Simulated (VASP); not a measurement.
Cd3HgS4: single point with PBE

Crystal: Cd3HgS4.

```
Cd Hg S
1.0
     4.09028    0.00000    0.00000
    -2.04514    3.54228    0.00000
     0.00000    0.00000   13.35266
Cd Hg S
3 1 4
Direct
  0.33333 0.66667 0.50000
  0.66667 0.33333 0.25000
  0.66667 0.33333 0.75000
  0.33333 0.66667 0.00000
  0.33333 0.66667 0.19250
  0.33333 0.66667 0.69250
  0.66667 0.33333 0.44250
  0.66667 0.33333 0.94250
```

| Item | Value |
| --- | --- |
| Program | VASP 6.6.1 |
| Task | single point |
| Functional | PBE |
| Potentials or basis | VASP PAW PBE potentials, release 64 (Cd, Hg, S) |
| Cutoff | 520 eV |
| k mesh | 6 × 6 × 2 |
| Occupations | gaussian, width 0.1 eV |
| Spin | no spin polarisation |
| Dipole correction | no |
| Further INCAR settings | ALGO = Normal; EDIFF = 1e-07; NBANDS = 46 |

* Pressure: 5.7 GPa
* Largest force: 0.441 eV/Å
* Band gap on the k mesh: 0.67 eV

Forces on the atoms (eV/Å):
```
Cd   0.000  0.000  0.297
Cd   0.000  0.000  0.294
Cd   0.000  0.000  0.265
Hg   0.000  0.000  0.265
S    0.000  0.000 -0.100
S    0.000  0.000 -0.290
S    0.000  0.000 -0.291
S    0.000  0.000 -0.441
```

Stress tensor (GPa, compression positive):
```
6.65 0.00 0.00
0.00 6.65 0.00
0.00 0.00 3.93
```

Levels at points of the mesh, in eV from the valence-band top:
```
           k point  band 32  band 33  band 34  band 35  band 36  band 37  band 38  band 39  band 40  band 41
(0.00, 0.00, 0.00)    -0.50    -0.50    -0.20     0.00     0.00     0.67     2.02     2.55     2.61     5.80
(0.50, 0.00, 0.00)    -1.68    -1.64    -1.59    -1.39    -1.07     2.78     3.30     3.42     3.59     4.90
(0.00, 0.00, 0.50)    -0.80    -0.39    -0.39    -0.03    -0.03     1.31     1.90     2.34     2.58     5.91
(0.50, 0.00, 0.50)    -2.06    -1.43    -1.34    -1.23    -1.18     2.66     3.15     3.53     3.67     5.10
```

It took 4.3 min on 1 thread of Intel Xeon 8259CL (shared host), peak memory 0.35 GiB.

Caveat: the cell stands under pressure; spin-orbit coupling is left out, which moves the levels of the heavy elements.
